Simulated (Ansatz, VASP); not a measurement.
**BC4 in VASP and in Ansatz**

Contents of INCAR:

```
SYSTEM = BC4
  PREC = Accurate
  ENCUT = 520
  EDIFF = 1E-6
  ISMEAR = 0
  SIGMA = 0.1
  LREAL = .False.
  LASPH = .True.
  NELM = 150
  ALGO = Normal
  ISIF = 2
  LWAVE = .False.
  LCHARG = .False.
  ISPIN = 2
  MAGMOM = 0 1 1 1 1
  LORBIT = 11
  LDIPOL = .True.
  IDIPOL = 3
  DIPOL = 0.5 0.5 0.304
  GGA = PE
  NBANDS = 22
```

Contents of KPOINTS:

```
regular mesh
0
Gamma
  6 4 1
  0 0 0
```

POSCAR

```
BC4
1.0
    2.8975320543      0.0000000000      0.0000000000
    0.0000000000      4.3407005323      0.0000000000
    0.0000000000      0.0000000000     26.2844102400
B C
1 4
Direct
    0.0000000000      0.5000000000      0.3043629257
    0.7518030940      0.0000000000      0.3331168992
    0.2481969060      0.0000000000      0.3331168992
    0.2481969060      0.0000000000      0.2756089521
    0.7518030940      0.0000000000      0.2756089521
```

Input for Ansatz:

```yaml
crystal:
  lattice:
    - [2.8975320543, 0.0, 0.0]
    - [0.0, 4.3407005323, 0.0]
    - [0.0, 0.0, 26.28441024]
  atoms:
    - { symbol: B, position: [0.0, 0.5, 0.3043629257] }
    - { symbol: C, position: [0.751803094, 0.0, 0.3331168992], spin: 1.0 }
    - { symbol: C, position: [0.248196906, 0.0, 0.3331168992], spin: 1.0 }
    - { symbol: C, position: [0.248196906, 0.0, 0.2756089521], spin: 1.0 }
    - { symbol: C, position: [0.751803094, 0.0, 0.2756089521], spin: 1.0 }
  periodic: [true, true, false]
basis:
  ecutwfc: 420
kpoints:
  mp_grid: { grid: [6, 4, 1] }
hamiltonian:
  xc: pbe
scf:
  occupations: { method: gaussian, width: 0.1 }
  lower_state_search: "off"
output:
  forces: true
  stress: true
  eigenvalues: true
  populations: true
magnetization:
  spin_polarized: true
```

Alike in both runs: task single point; functional PBE; k mesh 6 × 4 × 1; occupations gaussian, width 0.1 eV; collinear spin.

|  | VASP | Ansatz |
| --- | --- | --- |
| version | VASP 6.6.1 | Ansatz 0.2.0 |
| potentials or method | VASP PAW PBE potentials, release 64 (B, C), cutoff 520 eV | scalar-relativistic, plane waves, PAW |
| valence electrons in the cell | 19 | 19 |

Ansatz gave:

| Item | Value |
| --- | --- |
| gap on the k mesh at the Fermi level (eV) | none |
| rms of the force components (eV/Å) | 0.001 |
| net moment per atom (μB) | 0.01 |

Problem. Estimate VASP's values.

Solution. gap on the k mesh at the Fermi level (eV): none; rms of the force components (eV/Å): 0.037; net moment per atom (μB): 0.01.

Atom by atom the forces differ by 0.037 eV/Å (rms over components). A gap of «none» marks a metal or a gap that the smearing closes. Ansatz's warnings: seeded moment not kept.

The k mesh is coarse, so the values compare programs but aren't converged.
